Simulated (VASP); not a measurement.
# RbSb3S4 (R-3m) in VASP: a series of runs, part 2 of 2

VASP 6.6.1. Earlier steps stand in the parts before.

### 3 Single point, PBE

This run uses another cell than the first one, of 34.30 Å³/atom, 1.363 times its volume.

The input, INCAR:

```
SYSTEM = RbSb3S4
  ALGO = Normal
  EDIFF = 1E-6
  ENCUT = 520
  GGA = PE
  ISIF = 2
  ISMEAR = 0
  LASPH = .TRUE.
  LCHARG = .FALSE.
  LREAL = .FALSE.
  LWAVE = .FALSE.
  NBANDS = 34
  NELM = 80
  PREC = Accurate
  SIGMA = 0.1
```

The input, KPOINTS:

```
k-points
0
G
  3 3 3
  0 0 0
```

The input, POSCAR:

```
RbSb3S4
1.0
    3.5101320500      2.0265756800      6.4297863300
   -3.5101320500      2.0265756800      6.4297863300
    0.0000000000     -4.0531513700      6.4297863300
Rb Sb S
1 3 4
Direct
    0.5000000000      0.5000000000      0.5000000000
    0.0000000000      0.0000000000      0.5000000000
    0.5000000000      0.0000000000      0.0000000000
    0.0000000000      0.5000000000      0.0000000000
    0.5000000000      0.5000000000      0.0000000000
    0.0000000000      0.5000000000      0.5000000000
    0.5000000000      0.0000000000      0.5000000000
    0.0000000000      0.0000000000      0.0000000000
```

Potentials or basis: VASP PAW PBE potentials, release 64 (Rb_sv, Sb, S).

Started as:

```console
> cat potpaw_PBE.64/Rb_sv/POTCAR potpaw_PBE.64/Sb/POTCAR potpaw_PBE.64/S/POTCAR > POTCAR
> mpirun -np 1 vasp_std > vasp.out
```

OUTCAR:

```text
SYSTEM = RbSb3S4
   EDIFF = 1E-6
   ENCUT = 520
   GGA = PE
   ISIF = 2
   ISMEAR = 0
   LASPH = .TRUE.
   LREAL = .FALSE.
   NELM = 80
   PREC = Accurate

 ion  position               nearest neighbor table
   1  0.500  0.500  0.500-   3 3.51   4 3.51   3 3.51   4 3.51   2 3.51   2 3.51   7 3.80   6 3.80
                             7 3.80   6 3.80   5 3.80   5 3.80
   2  0.000  0.000  0.500-   3 3.51   4 3.51   4 3.51   3 3.51   1 3.51   1 3.51
   3  0.500  0.000  0.000-   1 3.51   2 3.51   1 3.51   2 3.51   4 3.51   4 3.51
   4  0.000  0.500  0.000-   1 3.51   2 3.51   2 3.51   1 3.51   3 3.51   3 3.51
   5  0.500  0.500  0.000-   1 3.80   1 3.80
   6  0.000  0.500  0.500-   1 3.80   1 3.80
   7  0.500  0.000  0.500-   1 3.80   1 3.80
   8  0.000  0.000  0.000-

  LATTYP: Found a trigonal (rhomboedric) cell.
 ALAT       =     7.6006702497
 COS(alpha) =     0.5734468807

  Lattice vectors:

 A1 = (   3.5101320500,   2.0265756800,   6.4297863300)
 A2 = (  -3.5101320500,   2.0265756800,   6.4297863300)
 A3 = (   0.0000000000,  -4.0531513700,   6.4297863300)

Analysis of symmetry for initial positions (statically):
=====================================================================
 Subroutine PRICEL returns:
 Original cell was already a primitive cell.

 Routine SETGRP: Setting up the symmetry group for a
 trigonal (rhombohedral) supercell.

 Subroutine GETGRP returns: Found 12 space group operations
 (whereof 12 operations were pure point group operations)
 out of a pool of 12 trial point group operations.

The static configuration has the point symmetry D_3d.

Analysis of symmetry for dynamics (positions and initial velocities):
=====================================================================
[... 124 lines left out ...]
  volume/ion in A,a.u.               =      34.30       231.49
  Fermi-wavevector in a.u.,A,eV,Ry     =   0.915540  1.730119 11.404581  0.838213
  Thomas-Fermi vector in A             =   2.040293
   LORBIT       =      0    0 simple, 1 ext, 2 COOP (PROOUT), +10 PAW based schemes
   GGA     = PE    functional components
   LHFCALC =     F    Hartree Fock is set to
   AEXX    =    0.0000 exact exchange contribution
   IVDW    =     0    specifies the selected vdW correction
   LEPSILON=     F    determine dielectric tensor
   LRPA    =     F    only Hartree local field effects (RPA)
 non-spin polarized calculation
 Gauss-broadening in eV      SIGMA  =   0.10
  energy-cutoff  :      520.00
  volume of cell :      274.43
 maximum number of plane-waves:      7401
 NGX is ok and might be reduce to    60
   NGX = 29   NGY = 29   NGZ = 29

 number of electron      47.9999998 magnetization

 Free energy of the ion-electron system (eV)
  ---------------------------------------------------
  ext. energy  EPLUGINS =         0.00000000
  ---------------------------------------------------
  free energy    TOTEN  =       -22.07557754 eV

  energy without entropy =      -22.02385474  energy(sigma->0) =      -22.04971614

 E-fermi :   2.1336     XC(G=0):  -8.3432

 val. band max:        2.1205600466   @ k =   0.0000   0.0000   0.0000
 cond. band min:       2.1746790556   @ k =   0.3333   0.3333   0.3333
 fundamental gap:      0.0541190090
 Fermi energy:         2.1336301303

 k-point     1 :       0.0000    0.0000    0.0000
  band No.  band energies     occupation
      1     -24.1150      2.00000
      2      -9.6224      2.00000
      3      -8.7268      2.00000
      4      -8.6903      2.00000
      5      -8.6903      2.00000
      6      -8.4492      2.00000
[... 211 lines left out ...]
     33       7.6552      0.00000
     34       8.4976      0.00000

------------------------ aborting loop because EDIFF is reached ----------------------------------------

  FORCE on cell =-STRESS in cart. coord.  units (eV):
  Direction    XX          YY          ZZ          XY          YZ          ZX
  --------------------------------------------------------------------------------------
  -------------------------------------------------------------------------------------
  Total      -11.2892762    -11.2892762    -16.7008060     -0.0000000      0.0000000      0.0000000
  in kB      -65.9086788    -65.9086788    -97.5020933     -0.0000000      0.0000001      0.0000000
  external PRESSURE =     -76.4398170 kB  Pullay stress =       0.0000000 kB

 VOLUME and BASIS-vectors are now :
 -----------------------------------------------------------------------------
  energy-cutoff  :      520.00
  volume of cell :      274.43
      direct lattice vectors                 reciprocal lattice vectors
     3.510132050  2.026575680  6.429786330     0.142444784  0.082240534  0.051842055
    -3.510132050  2.026575680  6.429786330    -0.142444784  0.082240534  0.051842055
     0.000000000 -4.053151370  6.429786330     0.000000000 -0.164481068  0.051842054

 POSITION                                       TOTAL-FORCE (eV/Angst)
 -----------------------------------------------------------------------------------
      0.00000     -0.00000      9.64468         0.000000     -0.000000     -0.000000
      0.00000     -2.02658      3.21489         0.000000      0.000000      0.000000
      1.75507      1.01329      3.21489         0.000000      0.000000      0.000000
     -1.75507      1.01329      3.21489         0.000000      0.000000      0.000000
      0.00000      2.02658      6.42979        -0.000000      0.000000      0.000000
     -1.75507     -1.01329      6.42979        -0.000000      0.000000      0.000000
      1.75507     -1.01329      6.42979        -0.000000      0.000000     -0.000000
      0.00000      0.00000      0.00000        -0.000000      0.000000      0.000000
 -----------------------------------------------------------------------------------
    total drift:                               -0.000000      0.000000      0.000000

  FREE ENERGIE OF THE ION-ELECTRON SYSTEM (eV)
  ---------------------------------------------------
  free  energy   TOTEN  =       -22.0755775439 eV

  energy  without entropy=      -22.0238547443  energy(sigma->0) =      -22.04971614
```

OSZICAR:

```text
N       E                     dE             d eps       ncg     rms          rms(c)
DAV:   1     0.268647325956E+03    0.26865E+03   -0.17728E+04   408   0.114E+03
DAV:   2     0.452510037160E+01   -0.26412E+03   -0.25446E+03   552   0.196E+02
DAV:   3    -0.234196143558E+02   -0.27945E+02   -0.26771E+02   524   0.674E+01
DAV:   4    -0.241720271365E+02   -0.75241E+00   -0.74070E+00   536   0.112E+01
DAV:   5    -0.242063266889E+02   -0.34300E-01   -0.34274E-01   584   0.172E+00    0.769E+00
DAV:   6    -0.235311796929E+02    0.67515E+00   -0.91692E+00   490   0.956E+00    0.848E+00
DAV:   7    -0.221577432634E+02    0.13734E+01   -0.40487E+00   462   0.643E+00    0.384E+00
DAV:   8    -0.221324581241E+02    0.25285E-01   -0.60565E-01   444   0.298E+00    0.222E+00
DAV:   9    -0.220763368117E+02    0.56121E-01   -0.19269E-01   426   0.190E+00    0.827E-01
DAV:  10    -0.220744801451E+02    0.18567E-02   -0.24198E-02   428   0.615E-01    0.469E-01
DAV:  11    -0.220750640214E+02   -0.58388E-03   -0.17627E-03   520   0.170E-01    0.246E-01
DAV:  12    -0.220755801575E+02   -0.51614E-03   -0.12032E-03   432   0.168E-01    0.322E-02
DAV:  13    -0.220755734789E+02    0.66786E-05   -0.11598E-04   440   0.465E-02    0.138E-02
DAV:  14    -0.220755772692E+02   -0.37903E-05   -0.18565E-05   440   0.193E-02    0.607E-03
DAV:  15    -0.220755775439E+02   -0.27467E-06   -0.24306E-06   272   0.761E-03
   1 F= -.22075578E+02 E0= -.22049716E+02  d E =-.517228E-01
```

Wall time 59 s (1 thread of Intel Xeon 6975P-C (Granite Rapids), shared host); peak memory 0.48 GiB.

What came out:

- Free energy: -22.0756 eV
- Pressure: -7.6 GPa
- Band gap on the k mesh: zero (band 24 reaches 2.20 eV, above the bottom of band 25 at 2.10 eV)

Levels at points of the mesh, in eV from the Fermi level:
| k point | band 20 | band 21 | band 22 | band 23 | band 24 | band 25 | band 26 | band 27 | band 28 | band 29 |
| --- | --- | --- | --- | --- | --- | --- | --- | --- | --- | --- |
| (0.00, 0.00, 0.00) | -0.42 | -0.42 | -0.01 | 0.07 | 0.07 | 0.80 | 0.80 | 1.15 | 1.29 | 1.29 |

Caveat: the k points lie up to 0.36 Å⁻¹ apart; spin-orbit coupling is left out, which moves the levels of the heavy elements.
